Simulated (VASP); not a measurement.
# Pb (Im-3m) in VASP: further runs

Runs on Pb. Level: PBE. Tasks: single point.

All numbers are computed with VASP 6.6.1; they aren't measurements. Logs are shortened: lines on timing, memory, paths and dates and some standing lists are left out, and cuts for length are marked.

## Step 1: The cell of the first run

Symmetry: Im-3m, No. 229, cubic system. The conventional cell has a = 3.996 Å, b = 3.996 Å, c = 3.996 Å, α = 90.00°, β = 90.00°, γ = 90.00°. Within 4.5 Å of Pb (site symmetry m-3m) lie 14 Pb at 3.46 to 4.00 Å.

This isn't the form of Pb at room conditions, which is fcc.

## Step 2: Single point, PBE (31.90 Å³/atom)

File INCAR:

```
ALGO = Normal
EDIFF = 1E-6
ENCUT = 520
GGA = PE
ISIF = 2
ISMEAR = -1
LASPH = T
LCHARG = F
LREAL = F
LWAVE = F
NBANDS = 13
NELM = 80
PREC = Accurate
SIGMA = 0.1
```

File KPOINTS:

```
k-points
0
Gamma
  13 13 13
```

File POSCAR:

```
Pb
1.0
   -1.9978397246      1.9978397246      1.9978397246
    1.9978397246     -1.9978397246      1.9978397246
    1.9978397246      1.9978397246     -1.9978397246
Pb
1
Direct
    0.0000000000      0.0000000000      0.0000000000
```

Potentials or basis: VASP PAW PBE potentials, release 64 (Pb_d).

On the command line:

```
> cat potpaw_PBE.64/Pb_d/POTCAR > POTCAR
> mpirun -np 1 vasp_std > vasp.out
```

OUTCAR:

```text
EDIFF = 1E-6
   ENCUT = 520
   GGA = PE
   ISIF = 2
   ISMEAR = -1
   LASPH = T
   LREAL = F
   NELM = 80
   PREC = Accurate

 ion  position               nearest neighbor table
   1  0.000  0.000  0.000-

  LATTYP: Found a body centered cubic cell.
 ALAT       =     3.9956794492

  Lattice vectors:

 A1 = (  -1.9978397246,   1.9978397246,   1.9978397246)
 A2 = (   1.9978397246,  -1.9978397246,   1.9978397246)
 A3 = (   1.9978397246,   1.9978397246,  -1.9978397246)

Analysis of symmetry for initial positions (statically):
=====================================================================
 Subroutine PRICEL returns:
 Original cell was already a primitive cell.

 Routine SETGRP: Setting up the symmetry group for a
 body centered cubic supercell.

 Subroutine GETGRP returns: Found 48 space group operations
 (whereof 48 operations were pure point group operations)
 out of a pool of 48 trial point group operations.

The static configuration has the point symmetry O_h .

Analysis of symmetry for dynamics (positions and initial velocities):
=====================================================================
 Subroutine PRICEL returns:
 Original cell was already a primitive cell.

 Routine SETGRP: Setting up the symmetry group for a
 body centered cubic supercell.

 Subroutine GETGRP returns: Found 48 space group operations
 (whereof 48 operations were pure point group operations)
 out of a pool of 48 trial point group operations.

The dynamic configuration has the point symmetry O_h .

 Subroutine INISYM returns: Found 48 space group operations
 (whereof 48 operations are pure point group operations),
 and found     1 'primitive' translations

----------------------------------------------------------------------------------------

                                     Primitive cell

  volume of cell :      31.8964

  direct lattice vectors                    reciprocal lattice vectors
    -1.997839725  1.997839725  1.997839725     0.000000000  0.250270326  0.250270326
     1.997839725 -1.997839725  1.997839725     0.250270326  0.000000000  0.250270326
     1.997839725  1.997839725 -1.997839725     0.250270326  0.250270326  0.000000000

  length of vectors
     3.460359908  3.460359908  3.460359908     0.353935690  0.353935690  0.353935690

  position of ions in fractional coordinates (direct lattice)
     0.000000000  0.000000000  0.000000000

  ion indices of the primitive-cell ions
   primitive index   ion index
                 1           1

----------------------------------------------------------------------------------------

 KPOINTS: k-points

Automatic generation of k-mesh.
 Grid dimensions read from file:
 generate k-points for:   13   13   13

 Generating k-lattice:

  Cartesian coordinates                     Fractional coordinates (reciprocal lattice)
     0.000000000  0.019251564  0.019251564     0.076923077  0.000000000  0.000000000
     0.019251564  0.000000000  0.019251564     0.000000000  0.076923077  0.000000000
     0.019251564  0.019251564  0.000000000     0.000000000  0.000000000  0.076923077

  Length of vectors
     0.027225822  0.027225822  0.027225822

  Shift w.r.t. Gamma in fractional coordinates (k-lattice)
     0.000000000  0.000000000  0.000000000

 Subroutine IBZKPT returns following result:
 ===========================================

 Found     84 irreducible k-points:

 Following reciprocal coordinates:
            Coordinates               Weight
  0.000000  0.000000  0.000000      1.000000
  0.076923  0.000000  0.000000     12.000000
  0.153846  0.000000  0.000000     12.000000
  0.230769  0.000000  0.000000     12.000000
  0.307692  0.000000  0.000000     12.000000
  0.384615  0.000000  0.000000     12.000000
[... 16 lines left out ...]
  0.153846  0.076923  0.076923     24.000000
  0.230769  0.076923  0.076923     24.000000
 [... further k-points ...]
   k-points           NKPTS =     84   k-points in BZ     NKDIM =     84   number of bands    NBANDS=     13
   number of dos      NEDOS =    301   number of ions     NIONS =      1
   total plane-waves  NPLWV =  21952
   dimension x,y,z NGX =    28 NGY =   28 NGZ =   28
   dimension x,y,z NGXF=    56 NGYF=   56 NGZF=   56
   ions per type =               1
   NGX,Y,Z   is equivalent  to a cutoff of  13.45, 13.45, 13.45 a.u.
   NGXF,Y,Z  is equivalent  to a cutoff of  26.90, 26.90, 26.90 a.u.
 SYSTEM =  unknown system
   PREC   = accura    normal or accurate (medium, high low for compatibility)
   ISTART =      0    job   : 0-new  1-cont  2-samecut
   ICHARG =      2    charge: 1-file 2-atom 10-const
   ISPIN  =      1    spin polarized calculation?
   LNONCOLLINEAR =      F non collinear calculations
   LSORBIT =      F    spin-orbit coupling
   LASPH  =      T    aspherical Exc in radial PAW
   ENCUT  =  520.0 eV  38.22 Ry    6.18 a.u.   6.43  6.43  6.43*2*pi/ulx,y,z
   NELM   =     80;   NELMIN=  2; NELMDL= -5     # of ELM steps
   EDIFF  = 0.1E-05   stopping-criterion for ELM
   LREAL  =      F    real-space projection
   EDIFFG = 0.1E-04   stopping-criterion for IOM
   NSW    =      0    number of steps for IOM
   IBRION =     -1    ionic relax: 0-MD 1-quasi-New 2-CG
   NFREE  =      0    steps in history (QN), initial steepest desc. (CG)
   ISIF   =      2    stress and relaxation
   ISYM   =      2    0-nonsym 1-usesym 2-fastsym
   POTIM  = 0.5000    time-step for ionic-motion
   TEBEG  =    0.0;   TEEND  =   0.0 temperature during run
   PSTRESS=    0.0 pullay stress
   NELECT =      14.0000    total number of electrons
   NUPDOWN=      -1.0000    fix difference up-down
   EMIN   =  10.00;   EMAX   =-10.00  energy-range for DOS
   EFERMI =   0.00;   METHOD = LEGACY
   ISMEAR =    -1;   SIGMA  =   0.10  broadening in eV -4-tet -1-fermi 0-gaus
   EFERMI_NEDOS =   21; number of points for ismear=-14 and -15
   IALGO  =     38    algorithm
   IMIX   =      4    mixing-type and parameters
     AMIX     =   0.40;   BMIX     =  1.00
     AMIX_MAG =   1.60;   BMIX_MAG =  1.00
  volume/ion in A,a.u.               =      31.90       215.25
  Fermi-wavevector in a.u.,A,eV,Ry     =   1.244143  2.351089 21.060337  1.547891
  Thomas-Fermi vector in A             =   2.378422
   LORBIT       =      0    0 simple, 1 ext, 2 COOP (PROOUT), +10 PAW based schemes
   GGA     = PE    functional components
   LHFCALC =     F    Hartree Fock is set to
   AEXX    =    0.0000 exact exchange contribution
   IVDW    =     0    specifies the selected vdW correction
   LEPSILON=     F    determine dielectric tensor
   LRPA    =     F    only Hartree local field effects (RPA)
 non-spin polarized calculation
  energy-cutoff  :      520.00
  volume of cell :       31.90
 maximum number of plane-waves:       887
 NGX is ok and might be reduce to    28
   NGX = 13   NGY = 13   NGZ = 13

 number of electron      13.9999997 magnetization

 Free energy of the ion-electron system (eV)
  ---------------------------------------------------
  ext. energy  EPLUGINS =         0.00000000
  ---------------------------------------------------
  free energy    TOTEN  =        -3.53417381 eV

  energy without entropy =       -3.51540594  energy(sigma->0) =       -3.52478987

 E-fermi :   6.7367     XC(G=0):  -9.9480

 val. band max:        6.6691291105   @ k =   0.3077   0.2308  -0.0000
 cond. band min:       6.7616203928   @ k =  -0.4615   0.4615   0.3846
 fundamental gap:      0.0924912824
 Fermi energy:         6.7366822101

 k-point     1 :       0.0000    0.0000    0.0000
  band No.  band energies     occupation
      1     -10.3645      2.00000
      2     -10.3645      2.00000
      3     -10.3645      2.00000
      4     -10.1567      2.00000
      5     -10.1567      2.00000
      6      -4.6974      2.00000
      7      13.9308      0.00000
      8      13.9308      0.00000
      9      13.9308      0.00000
     10      17.7610      0.00000
     11      17.7610      0.00000
     12      17.7610      0.00000
     13      17.8374      0.00000

 k-point     2 :       0.0769    0.0000    0.0000
  band No.  band energies     occupation
      1     -10.3687      2.00000
      2     -10.3591      2.00000
      3     -10.3461      2.00000
      4     -10.1614      2.00000
      5     -10.1571      2.00000
      6      -4.5832      2.00000
      7      12.7303      0.00000
      8      13.5509      0.00000
      9      13.7884      0.00000
     10      16.9348      0.00000
     11      17.4096      0.00000
     12      17.6286      0.00000
     13      18.6459      0.00000

 k-point     3 :       0.1538    0.0000    0.0000
  band No.  band energies     occupation
      1     -10.3801      2.00000
      2     -10.3465      2.00000
      3     -10.2946      2.00000
      4     -10.1728      2.00000
      5     -10.1583      2.00000
      6      -4.2413      2.00000
      7      10.5358      0.00000
      8      12.7006      0.00000
      9      13.3876      0.00000
     10      15.9067      0.00000
     11      16.8137      0.00000
     12      17.6212      0.00000
     13      19.5104      0.00000
[... 305 lines left out ...]
 k-point    23 :       0.1538    0.0769    0.0769
  band No.  band energies     occupation
      1     -10.3854      2.00000
      2     -10.3558      2.00000
      3     -10.1960      2.00000
      4     -10.1763      2.00000
      5     -10.1649      2.00000
      6      -3.4551      2.00000
      7       7.9322      0.00001
      8      10.7596      0.00000
      9      11.4926      0.00000
     10      16.9436      0.00000
     11      17.4776      0.00000
     12      18.5870      0.00000
     13      19.7883      0.00000

 k-point    24 :       0.2308    0.0769    0.0769
  band No.  band energies     occupation
      1     -10.4010      2.00000
      2     -10.3424      2.00000
      3     -10.1817      2.00000
      4     -10.1636      2.00000
      5     -10.1367      2.00000
      6      -2.7045      2.00000
      7       6.1229      1.99569
      8       9.6911      0.00000
      9      10.9219      0.00000
     10      16.5058      0.00000
     11      17.5231      0.00000
     12      19.0117      0.00000
     13      20.4475      0.00000

 [... further k-points ...]

------------------------ aborting loop because EDIFF is reached ----------------------------------------

  FORCE on cell =-STRESS in cart. coord.  units (eV):
  Direction    XX          YY          ZZ          XY          YZ          ZX
  --------------------------------------------------------------------------------------
  -------------------------------------------------------------------------------------
  Total       -0.0051996     -0.0051996     -0.0051996     -0.0000000     -0.0000000      0.0000000
  in kB       -0.2611769     -0.2611769     -0.2611769     -0.0000000     -0.0000000      0.0000000
  external PRESSURE =      -0.2611769 kB  Pullay stress =       0.0000000 kB

 VOLUME and BASIS-vectors are now :
 -----------------------------------------------------------------------------
  energy-cutoff  :      520.00
  volume of cell :       31.90
      direct lattice vectors                 reciprocal lattice vectors
    -1.997839725  1.997839725  1.997839725     0.000000000  0.250270326  0.250270326
     1.997839725 -1.997839725  1.997839725     0.250270326  0.000000000  0.250270326
     1.997839725  1.997839725 -1.997839725     0.250270326  0.250270326  0.000000000

 POSITION                                       TOTAL-FORCE (eV/Angst)
 -----------------------------------------------------------------------------------
      0.00000      0.00000      0.00000         0.000000      0.000000      0.000000
 -----------------------------------------------------------------------------------
    total drift:                               -0.000000     -0.000000     -0.000000

  FREE ENERGIE OF THE ION-ELECTRON SYSTEM (eV)
  ---------------------------------------------------
  free  energy   TOTEN  =        -3.5341738081 eV

  energy  without entropy=       -3.5154059404  energy(sigma->0) =       -3.52478987
```

Wall time 41 s (1 thread of Intel Xeon 8259CL, shared host); peak memory 0.18 GiB.

What came out:

- Free energy: -3.5342 eV
- Pressure: 0.0 GPa
- Band gap on the k mesh: zero (bands 7 and 8 overlap by 9.01 eV)

Caveat: spin-orbit coupling is left out, which moves the levels of the heavy elements.

## Step 3: Single point, PBE (33.17 Å³/atom)

This run uses another cell than the first one, of 33.17 Å³/atom.

File INCAR:

```
SYSTEM = Pb
PREC = Accurate
ENCUT = 520
EDIFF = 1E-7
ISMEAR = -1
SIGMA = 0.1
LREAL = .False.
LASPH = .True.
NELM = 60
ALGO = Normal
ISIF = 2
LWAVE = .False.
LCHARG = .False.
GGA = PE
NBANDS = 13
```

File KPOINTS:

```
Automatic mesh
0
Gamma
  13 13 13
  0 0 0
```

File POSCAR:

```
Pb
1.0
   -2.0241301044      2.0241301044      2.0241301044
    2.0241301044     -2.0241301044      2.0241301044
    2.0241301044      2.0241301044     -2.0241301044
Pb
1
Direct
    0.0000000000      0.0000000000      0.0000000000
```

Potentials or basis: VASP PAW PBE potentials, release 64 (Pb_d).

On the command line:

```
> cat potpaw_PBE.64/Pb_d/POTCAR > POTCAR
> mpirun -np 1 vasp_std > vasp.out
```

It took 44 s on 1 thread of Intel Xeon 8259CL, shared host; peak memory 0.18 GiB.

Results (log left out):

| Property | Result |
| --- | --- |
| Free energy | -3.5287 eV |
| Pressure | -1.4 GPa |
| Band gap on the k mesh | zero (bands 7 and 8 overlap by 8.59 eV) |

Levels at points of the mesh, in eV from the Fermi level:
```tsv
k point	band 5	band 6	band 7	band 8	band 9	band 10
(0.00, 0.00, 0.00)	-16.90	-11.19	6.86	6.86	6.86	10.53
```

Caveat: spin-orbit coupling is left out, which moves the levels of the heavy elements.

## Step 4: Single point, PBE (34.45 Å³/atom)

This run uses another cell than the first one, of 34.45 Å³/atom.

INCAR: that of step 3 with these lines changed.

```diff
@@ -3,3 +3,3 @@
 ENCUT = 520
-EDIFF = 1E-7
+EDIFF = 1E-6
 ISMEAR = -1
@@ -8,3 +8,3 @@
 LASPH = .True.
-NELM = 60
+NELM = 80
 ALGO = Normal
```

File KPOINTS:

```
regular mesh
0
Gamma
  13 13 13
  0 0 0
```

File POSCAR:

```
Pb
1.0
   -2.0497547247      2.0497547247      2.0497547247
    2.0497547247     -2.0497547247      2.0497547247
    2.0497547247      2.0497547247     -2.0497547247
Pb
1
Direct
    0.0000000000      0.0000000000      0.0000000000
```

On the command line:

```
> cat potpaw_PBE.64/Pb_d/POTCAR > POTCAR
> mpirun -np 1 vasp_std > vasp.out
```

It took 44 s on 1 thread of Intel Xeon 8259CL, shared host; peak memory 0.18 GiB.

Results (log left out):

| Item | Value |
| --- | --- |
| Free energy | -3.5133 eV |
| Pressure | -2.5 GPa |
| Band gap on the k mesh | zero (bands 7 and 8 overlap by 8.19 eV) |

Levels at points of the mesh, in eV from the Fermi level:
| k point | band 3 | band 4 | band 5 | band 6 | band 7 | band 8 | band 9 | band 10 | band 11 | band 12 |
| --- | --- | --- | --- | --- | --- | --- | --- | --- | --- | --- |
| (0.00, 0.00, 0.00) | -17.07 | -16.90 | -16.90 | -10.98 | 6.56 | 6.56 | 6.56 | 10.01 | 10.88 | 10.88 |

Caveat: spin-orbit coupling is left out, which moves the levels of the heavy elements.

## Step 5: Overview

```tsv
cell	gap on the mesh (eV)	pressure (GPa)
a = 3.460 Å, angles 109.5°, 1 atom	none	0.0
a = 3.506 Å, angles 109.5°, 1 atom	none	-1.4
a = 3.550 Å, angles 109.5°, 1 atom	none	-2.5
```

Alike in all rows: task single point; level PBE; potentials or basis VASP PAW PBE potentials, release 64 (Pb_d); no spin polarisation; k mesh 13 × 13 × 13; cutoff (eV) 520; smearing fermi-dirac 0.1 eV.

Caveats: spin-orbit coupling is left out, which moves the levels of the heavy elements.

Total energies depend on the potentials used, so only differences within one code and one set of settings carry meaning.
